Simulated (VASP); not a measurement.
# P (Pm-3m) in VASP: notebook, part 2 of 2

VASP 6.6.1.

## Step 4: Single point, PBEsol+D3(BJ)

This run uses another cell than the first one, of 6.84 Å³/atom, 0.827 times its volume.

The input, INCAR:

```
SYSTEM = P
PREC = Accurate
ENCUT = 500
EDIFF = 1E-6
ISMEAR = 0
SIGMA = 0.1
LREAL = .False.
LASPH = .True.
NELM = 120
ALGO = Normal
ISIF = 2
LWAVE = .False.
LCHARG = .True.
GGA = PS
IVDW = 12
LELF = .True.
LVHAR = .True.
NBANDS = 8
GGA_COMPAT = .False.
```

The input, KPOINTS:

```
regular mesh
0
Gamma
  20 20 20
  0 0 0
```

The input, POSCAR:

```
P
1.0
    1.8986917058      0.0000000000      0.0000000000
    0.0000000000      1.8986917058      0.0000000000
    0.0000000000      0.0000000000      1.8986917058
P
1
Direct
    0.0000000000      0.0000000000      0.0000000000
```

Potentials or basis: VASP PAW PBE potentials, release 64 (P).

Run with:

```bash
$ cat potpaw_PBE.64/P/POTCAR > POTCAR
$ mpirun -np 1 vasp_std > vasp.out
```

OUTCAR:

```text
SYSTEM = P
   PREC = Accurate
   ENCUT = 500
   EDIFF = 1E-6
   ISMEAR = 0
   LREAL = .False.
   LASPH = .True.
   NELM = 120
   ISIF = 2
   GGA = PS
   IVDW = 12
 IVDW          = 12

 ion  position               nearest neighbor table
   1  0.000  0.000  0.000-

  LATTYP: Found a simple cubic cell.
 ALAT       =     1.8986917058

  Lattice vectors:

 A1 = (   1.8986917058,   0.0000000000,   0.0000000000)
 A2 = (   0.0000000000,   1.8986917058,   0.0000000000)
 A3 = (   0.0000000000,   0.0000000000,   1.8986917058)

Analysis of symmetry for initial positions (statically):
=====================================================================
 Subroutine PRICEL returns:
 Original cell was already a primitive cell.

 Routine SETGRP: Setting up the symmetry group for a
 simple cubic supercell.

 Subroutine GETGRP returns: Found 48 space group operations
 (whereof 48 operations were pure point group operations)
 out of a pool of 48 trial point group operations.

The static configuration has the point symmetry O_h .

Analysis of symmetry for dynamics (positions and initial velocities):
=====================================================================
 Subroutine PRICEL returns:
 Original cell was already a primitive cell.

 Routine SETGRP: Setting up the symmetry group for a
 simple cubic supercell.

 Subroutine GETGRP returns: Found 48 space group operations
 (whereof 48 operations were pure point group operations)
 out of a pool of 48 trial point group operations.

The dynamic configuration has the point symmetry O_h .

 Subroutine INISYM returns: Found 48 space group operations
 (whereof 48 operations are pure point group operations),
 and found     1 'primitive' translations

----------------------------------------------------------------------------------------

                                     Primitive cell

  volume of cell :       6.8448

  direct lattice vectors                    reciprocal lattice vectors
     1.898691706  0.000000000  0.000000000     0.526678448  0.000000000  0.000000000
     0.000000000  1.898691706  0.000000000     0.000000000  0.526678448  0.000000000
     0.000000000  0.000000000  1.898691706     0.000000000  0.000000000  0.526678448

  length of vectors
     1.898691706  1.898691706  1.898691706     0.526678448  0.526678448  0.526678448

  position of ions in fractional coordinates (direct lattice)
     0.000000000  0.000000000  0.000000000

  ion indices of the primitive-cell ions
   primitive index   ion index
                 1           1

----------------------------------------------------------------------------------------

 KPOINTS: regular mesh

Automatic generation of k-mesh.
 Grid dimensions read from file:
 generate k-points for:   20   20   20

 Generating k-lattice:

  Cartesian coordinates                     Fractional coordinates (reciprocal lattice)
     0.026333922  0.000000000  0.000000000     0.050000000  0.000000000  0.000000000
     0.000000000  0.026333922  0.000000000     0.000000000  0.050000000  0.000000000
     0.000000000  0.000000000  0.026333922     0.000000000  0.000000000  0.050000000

  Length of vectors
     0.026333922  0.026333922  0.026333922

  Shift w.r.t. Gamma in fractional coordinates (k-lattice)
     0.000000000  0.000000000  0.000000000

 Subroutine IBZKPT returns following result:
 ===========================================

 Found    286 irreducible k-points:

 Following reciprocal coordinates:
            Coordinates               Weight
  0.000000  0.000000  0.000000      1.000000
  0.050000  0.000000  0.000000      6.000000
  0.100000  0.000000  0.000000      6.000000
  0.150000  0.000000  0.000000      6.000000
  0.200000  0.000000  0.000000      6.000000
  0.250000  0.000000  0.000000      6.000000
[... 16 lines left out ...]
  0.150000  0.100000  0.000000     24.000000
  0.200000  0.100000  0.000000     24.000000
 [... further k-points ...]
   k-points           NKPTS =    286   k-points in BZ     NKDIM =    286   number of bands    NBANDS=      8
   number of dos      NEDOS =    301   number of ions     NIONS =      1
   total plane-waves  NPLWV =   2744
   dimension x,y,z NGX =    14 NGY =   14 NGZ =   14
   dimension x,y,z NGXF=    28 NGYF=   28 NGZF=   28
   ions per type =               1
   NGX,Y,Z   is equivalent  to a cutoff of  12.26, 12.26, 12.26 a.u.
   NGXF,Y,Z  is equivalent  to a cutoff of  24.52, 24.52, 24.52 a.u.
 SYSTEM =  P
   PREC   = accura    normal or accurate (medium, high low for compatibility)
   ISTART =      0    job   : 0-new  1-cont  2-samecut
   ICHARG =      2    charge: 1-file 2-atom 10-const
   ISPIN  =      1    spin polarized calculation?
   LNONCOLLINEAR =      F non collinear calculations
   LSORBIT =      F    spin-orbit coupling
   LASPH  =      T    aspherical Exc in radial PAW
   ENCUT  =  500.0 eV  36.75 Ry    6.06 a.u.   3.46  3.46  3.46*2*pi/ulx,y,z
   NELM   =    120;   NELMIN=  2; NELMDL= -5     # of ELM steps
   EDIFF  = 0.1E-05   stopping-criterion for ELM
   LREAL  =      F    real-space projection
   EDIFFG = 0.1E-04   stopping-criterion for IOM
   NSW    =      0    number of steps for IOM
   IBRION =     -1    ionic relax: 0-MD 1-quasi-New 2-CG
   NFREE  =      0    steps in history (QN), initial steepest desc. (CG)
   ISIF   =      2    stress and relaxation
   ISYM   =      2    0-nonsym 1-usesym 2-fastsym
   POTIM  = 0.5000    time-step for ionic-motion
   TEBEG  =    0.0;   TEEND  =   0.0 temperature during run
   PSTRESS=    0.0 pullay stress
   NELECT =       5.0000    total number of electrons
   NUPDOWN=      -1.0000    fix difference up-down
   EMIN   =  10.00;   EMAX   =-10.00  energy-range for DOS
   EFERMI =   0.00;   METHOD = LEGACY
   ISMEAR =     0;   SIGMA  =   0.10  broadening in eV -4-tet -1-fermi 0-gaus
   EFERMI_NEDOS =   21; number of points for ismear=-14 and -15
   IALGO  =     38    algorithm
   IMIX   =      4    mixing-type and parameters
     AMIX     =   0.40;   BMIX     =  1.00
     AMIX_MAG =   1.60;   BMIX_MAG =  1.00
  volume/ion in A,a.u.               =       6.84        46.19
  Fermi-wavevector in a.u.,A,eV,Ry     =   1.474383  2.786180 29.576425  2.173806
  Thomas-Fermi vector in A             =   2.589161
   LORBIT       =      0    0 simple, 1 ext, 2 COOP (PROOUT), +10 PAW based schemes
   GGA     = PS    functional components
   LHFCALC =     F    Hartree Fock is set to
   AEXX    =    0.0000 exact exchange contribution
   IVDW    =    12    specifies the selected vdW correction
   LEPSILON=     F    determine dielectric tensor
   LRPA    =     F    only Hartree local field effects (RPA)
 non-spin polarized calculation
 Gauss-broadening in eV      SIGMA  =   0.10
  energy-cutoff  :      500.00
  volume of cell :        6.84
 maximum number of plane-waves:       183
 NGX is ok and might be reduce to    14
   NGX =  7   NGY =  7   NGZ =  7

 number of electron       4.9999998 magnetization

 Free energy of the ion-electron system (eV)
  ---------------------------------------------------
  ext. energy  EPLUGINS =         0.00000000
  ---------------------------------------------------
  free energy    TOTEN  =        -0.62634541 eV

  energy without entropy =       -0.62374141  energy(sigma->0) =       -0.62504341

 E-fermi :  23.1478     XC(G=0): -14.9164

 val. band max:       23.1419822169   @ k =   0.3500   0.2500   0.2000
 cond. band min:      23.1714932833   @ k =   0.1500   0.1000   0.0500
 fundamental gap:      0.0295110664
 Fermi energy:        23.1477638770

 k-point     1 :       0.0000    0.0000    0.0000
  band No.  band energies     occupation
      1      -2.6930      2.00000
      2      29.2047      0.00000
      3      29.2047      0.00000
      4      34.5544      0.00000
      5      34.5544      0.00000
      6      34.5544      0.00000
      7      50.1329      0.00000
      8      62.2498      0.00000
[... 243 lines left out ...]
 k-point    24 :       0.2000    0.1000    0.0000
  band No.  band energies     occupation
      1      -0.7437      2.00000
      2      20.6653      2.00000
      3      27.5438      0.00000
      4      36.0790      0.00000
      5      36.7216      0.00000
      6      44.1110      0.00000
      7      50.8418      0.00000
      8      54.7661      0.00000

 [... further k-points ...]

------------------------ aborting loop because EDIFF is reached ----------------------------------------

 Edisp (eV)   -0.83995

 E8    (eV) :    -0.4998

  FORCE on cell =-STRESS in cart. coord.  units (eV):
  Direction    XX          YY          ZZ          XY          YZ          ZX
  --------------------------------------------------------------------------------------
  -------------------------------------------------------------------------------------
  Total      17.02687    17.02687    17.02687    -0.00000     0.00000    -0.00000
  in kB    3985.49392  3985.49392  3985.49392    -0.00000     0.00000    -0.00000
  external pressure =     3985.49 kB  Pullay stress =        0.00 kB

 VOLUME and BASIS-vectors are now :
 -----------------------------------------------------------------------------
  energy-cutoff  :      500.00
  volume of cell :        6.84
      direct lattice vectors                 reciprocal lattice vectors
     1.898691706  0.000000000  0.000000000     0.526678448  0.000000000  0.000000000
     0.000000000  1.898691706  0.000000000     0.000000000  0.526678448  0.000000000
     0.000000000  0.000000000  1.898691706     0.000000000  0.000000000  0.526678448

 POSITION                                       TOTAL-FORCE (eV/Angst)
 -----------------------------------------------------------------------------------
      0.00000      0.00000      0.00000         0.000000      0.000000      0.000000
 -----------------------------------------------------------------------------------
    total drift:                                0.000000      0.000000      0.000000

  FREE ENERGIE OF THE ION-ELECTRON SYSTEM (eV)
  ---------------------------------------------------
  free  energy   TOTEN  =        -1.4662984979 eV

  energy  without entropy=       -1.4636945004  energy(sigma->0) =       -1.46499650
```

Run time: 11 s. Hardware: 1 thread of Intel Xeon 8259CL, shared host; peak memory 0.13 GiB.

Results:

```
Free energy                : -1.4663 eV
Pressure                   : 398.5 GPa
Dispersion energy per atom : -0.840 eV
```

Caveat: the PAW data sets were made with another functional, which shifts forces and pressure a little; pairwise dispersion overbinds metals, which lowers pressure and volume.

## Step 5: Single point, PBEsol+D3(BJ)

This run uses another cell than the first one, of 7.42 Å³/atom, 0.897 times its volume.

The input, INCAR:

```
SYSTEM = P
PREC = Accurate
ENCUT = 500
EDIFF = 1E-6
ISMEAR = 0
SIGMA = 0.1
LREAL = .FALSE.
LASPH = .TRUE.
NELM = 120
ALGO = Normal
ISIF = 2
LWAVE = .FALSE.
LCHARG = .FALSE.
GGA = PS
IVDW = 12
NBANDS = 8
GGA_COMPAT = .FALSE.
```

The input, KPOINTS:

```
Automatic mesh
0
G
  20 20 20
  0 0 0
```

The input, POSCAR:

```
P
1.0
    1.9503818979      0.0000000000      0.0000000000
    0.0000000000      1.9503818979      0.0000000000
    0.0000000000      0.0000000000      1.9503818979
P
1
Direct
    0.0000000000      0.0000000000      0.0000000000
```

Run with:

```bash
$ cat potpaw_PBE.64/P/POTCAR > POTCAR
$ mpirun -np 1 vasp_std > vasp.out
```

Wall time 9.9 s (1 thread of Intel Xeon 8259CL, shared host); peak memory 0.12 GiB.

Results (log left out):

* Free energy: -2.7085 eV
* Pressure: 299.0 GPa
* Dispersion energy per atom: -0.774 eV

Levels at points of the mesh, in eV from the Fermi level:
| k point | band 1 | band 2 | band 3 | band 4 | band 5 |
| --- | --- | --- | --- | --- | --- |
| (0.00, 0.00, 0.00) | -24.67 | 6.15 | 6.15 | 10.50 | 10.50 |
| (0.50, 0.00, 0.00) | -15.90 | -15.33 | 10.69 | 17.58 | 17.58 |
| (0.50, 0.50, 0.00) | -8.44 | -8.44 | -5.82 | -4.01 | 23.17 |
| (0.50, 0.50, 0.50) | -1.77 | -1.77 | -1.77 | 2.20 | 2.20 |

Caveat: the PAW data sets were made with another functional, which shifts forces and pressure a little; pairwise dispersion overbinds metals, which lowers pressure and volume.

## Step 6: Single point, PBEsol+D3(BJ)

This run uses another cell than the first one, of 8.24 Å³/atom, 0.996 times its volume.

The input, INCAR:

```
SYSTEM = P
PREC = Accurate ; ENCUT = 500
EDIFF = 1E-6 ; ISMEAR = 0
SIGMA = 0.1 ; LREAL = .False.
LASPH = .True. ; NELM = 120
ALGO = Normal ; ISIF = 2
LWAVE = .False. ; LCHARG = .False.
GGA = PS ; IVDW = 12
NBANDS = 8 ; GGA_COMPAT = .False.
```

The input, KPOINTS:

```
regular mesh
0
Gamma
  20 20 20
  0 0 0
```

The input, POSCAR:

```
P
1.0
    2.0201931185      0.0000000000      0.0000000000
    0.0000000000      2.0201931185      0.0000000000
    0.0000000000      0.0000000000      2.0201931185
P
1
Direct
    0.0000000000      0.0000000000      0.0000000000
```

Potentials or basis: VASP PAW PBE potentials, release 64 (P).

Run with:

```bash
$ cat potpaw_PBE.64/P/POTCAR > POTCAR
$ mpirun -np 1 vasp_std > vasp.out
```

OUTCAR:

```text
SYSTEM = P
   PREC = Accurate
   ENCUT = 500
   EDIFF = 1E-6
   ISMEAR = 0
   LREAL = .False.
   LASPH = .True.
   NELM = 120
   ISIF = 2
   GGA = PS
   IVDW = 12
 IVDW          = 12

 ion  position               nearest neighbor table
   1  0.000  0.000  0.000-

  LATTYP: Found a simple cubic cell.
 ALAT       =     2.0201931185

  Lattice vectors:

 A1 = (   2.0201931185,   0.0000000000,   0.0000000000)
 A2 = (   0.0000000000,   2.0201931185,   0.0000000000)
 A3 = (   0.0000000000,   0.0000000000,   2.0201931185)

Analysis of symmetry for initial positions (statically):
=====================================================================
 Subroutine PRICEL returns:
 Original cell was already a primitive cell.

 Routine SETGRP: Setting up the symmetry group for a
 simple cubic supercell.

 Subroutine GETGRP returns: Found 48 space group operations
 (whereof 48 operations were pure point group operations)
 out of a pool of 48 trial point group operations.

The static configuration has the point symmetry O_h .
[... 159 lines left out ...]

 E-fermi :  19.2108     XC(G=0): -13.9941

 val. band max:       19.2103653768   @ k =   0.1500   0.0000   0.0000
 cond. band min:      19.2417972609   @ k =   0.4500   0.4000   0.1000
 fundamental gap:      0.0314318842
 Fermi energy:        19.2108200025

 k-point     1 :       0.0000    0.0000    0.0000
  band No.  band energies     occupation
      1      -4.0344      2.00000
      2      25.4288      0.00000
      3      25.4288      0.00000
      4      28.5663      0.00000
      5      28.5663      0.00000
      6      28.5663      0.00000
      7      42.2047      0.00000
      8      53.7174      0.00000
[... 243 lines left out ...]
 k-point    24 :       0.2000    0.1000    0.0000
  band No.  band energies     occupation
      1      -2.3093      2.00000
      2      16.9977      2.00000
      3      23.3069      0.00000
      4      29.9680      0.00000
      5      31.2477      0.00000
      6      37.7297      0.00000
      7      43.6555      0.00000
      8      47.1601      0.00000

 [... further k-points ...]

------------------------ aborting loop because EDIFF is reached ----------------------------------------

 Edisp (eV)   -0.69622

 E8    (eV) :    -0.4144

  FORCE on cell =-STRESS in cart. coord.  units (eV):
  Direction    XX          YY          ZZ          XY          YZ          ZX
  --------------------------------------------------------------------------------------
  -------------------------------------------------------------------------------------
  Total      10.26724    10.26724    10.26724    -0.00000    -0.00000     0.00000
  in kB    1995.19699  1995.19699  1995.19699    -0.00000    -0.00000     0.00000
  external pressure =     1995.20 kB  Pullay stress =        0.00 kB

 VOLUME and BASIS-vectors are now :
 -----------------------------------------------------------------------------
  energy-cutoff  :      500.00
  volume of cell :        8.24
      direct lattice vectors                 reciprocal lattice vectors
     2.020193118  0.000000000  0.000000000     0.495002181  0.000000000  0.000000000
     0.000000000  2.020193118  0.000000000     0.000000000  0.495002181  0.000000000
     0.000000000  0.000000000  2.020193118     0.000000000  0.000000000  0.495002181

 POSITION                                       TOTAL-FORCE (eV/Angst)
 -----------------------------------------------------------------------------------
      0.00000      0.00000      0.00000         0.000000      0.000000      0.000000
 -----------------------------------------------------------------------------------
    total drift:                               -0.000000      0.000000     -0.000000

  FREE ENERGIE OF THE ION-ELECTRON SYSTEM (eV)
  ---------------------------------------------------
  free  energy   TOTEN  =        -3.9752400168 eV

  energy  without entropy=       -3.9736687302  energy(sigma->0) =       -3.97445437
```

OSZICAR:

```text
N       E                     dE             d eps       ncg     rms          rms(c)
DAV:   1     0.634214620285E+00    0.63421E+00   -0.24347E+03  5584   0.461E+02
DAV:   2    -0.334887273579E+01   -0.39831E+01   -0.37953E+01  6584   0.471E+01
DAV:   3    -0.336736743282E+01   -0.18495E-01   -0.18479E-01  5048   0.330E+00
DAV:   4    -0.336737793119E+01   -0.10498E-04   -0.10500E-04  7176   0.787E-02
DAV:   5    -0.336737793536E+01   -0.41737E-08   -0.37577E-08  4992   0.865E-04    0.124E+01
DAV:   6    -0.330780115813E+01    0.59577E-01   -0.16244E-02  5216   0.708E-01    0.749E+00
DAV:   7    -0.327925888475E+01    0.28542E-01   -0.26988E-02  5352   0.942E-01    0.166E-01
DAV:   8    -0.327902397677E+01    0.23491E-03   -0.43115E-04  5184   0.145E-01    0.505E-02
DAV:   9    -0.327901842852E+01    0.55482E-05   -0.16149E-05  6472   0.263E-02    0.271E-02
DAV:  10    -0.327901866272E+01   -0.23420E-06   -0.62672E-07  3680   0.504E-03
   1 F= -.39752400E+01 E0= -.39744544E+01  d E =-.157129E-02
```

stdout:

```text
POSCAR found type information on POSCAR P
 POSCAR found :  1 types and       1 ions
 scaLAPACK will be used
 -----------------------------------------------------------------------------
|                                                                             |
|                                                                             |
|     You enforced a specific xc type in the INCAR file but a different       |
|     I HOPE YOU KNOW WHAT YOU ARE DOING!                                     |
|                                                                             |
 -----------------------------------------------------------------------------

 LDA part: xc-table for (Slater+PW92), standard interpolation
 POSCAR, INCAR and KPOINTS ok, starting setup
 FFT: planning ... GRIDC
 FFT: planning ... GRID_SOFT
 FFT: planning ... GRID
 WAVECAR not read
 entering main loop
```

Run time: 11 s. Hardware: 1 thread of Intel Xeon 8259CL, shared host; peak memory 0.13 GiB.

Results:

```
Free energy                : -3.9752 eV
Pressure                   : 199.5 GPa
Dispersion energy per atom : -0.696 eV
```

Levels at points of the mesh, in eV from the Fermi level:
| k point | band 1 | band 2 | band 3 | band 4 | band 5 | band 6 | band 7 |
| --- | --- | --- | --- | --- | --- | --- | --- |
| (0.00, 0.00, 0.00) | -23.25 | 6.22 | 6.22 | 9.36 | 9.36 | 9.36 | 22.99 |
| (0.50, 0.00, 0.00) | -15.31 | -14.21 | 10.37 | 15.56 | 15.56 | 17.62 | 17.62 |
| (0.50, 0.50, 0.00) | -8.00 | -8.00 | -6.22 | -3.13 | 21.90 | 21.90 | 21.91 |
| (0.50, 0.50, 0.50) | -2.05 | -2.05 | -2.05 | 2.61 | 2.61 | 2.61 | 8.52 |

Caveat: the PAW data sets were made with another functional, which shifts forces and pressure a little; pairwise dispersion overbinds metals, which lowers pressure and volume.

## Step 7: The runs side by side

```tsv
cell	k mesh	gap on the mesh (eV)	pressure (GPa)
a = 2.023 Å, 1 atom	8 × 8 × 8	none	199.8
a = 1.899 Å, 1 atom	20 × 20 × 20	none	398.5
a = 1.950 Å, 1 atom	20 × 20 × 20	none	299.0
a = 2.020 Å, 1 atom	20 × 20 × 20	none	199.5
```

Alike in all rows: task single point; level PBEsol+D3(BJ); potentials or basis VASP PAW PBE potentials, release 64 (P); no spin polarisation; cutoff (eV) 500; smearing gaussian 0.1 eV.

Caveats: some runs use coarse meshes; the PAW data sets were made with another functional, which shifts forces and pressure a little; pairwise dispersion overbinds metals, which lowers pressure and volume.

Total energies depend on the potentials used, so only differences within one code and one set of settings carry meaning.
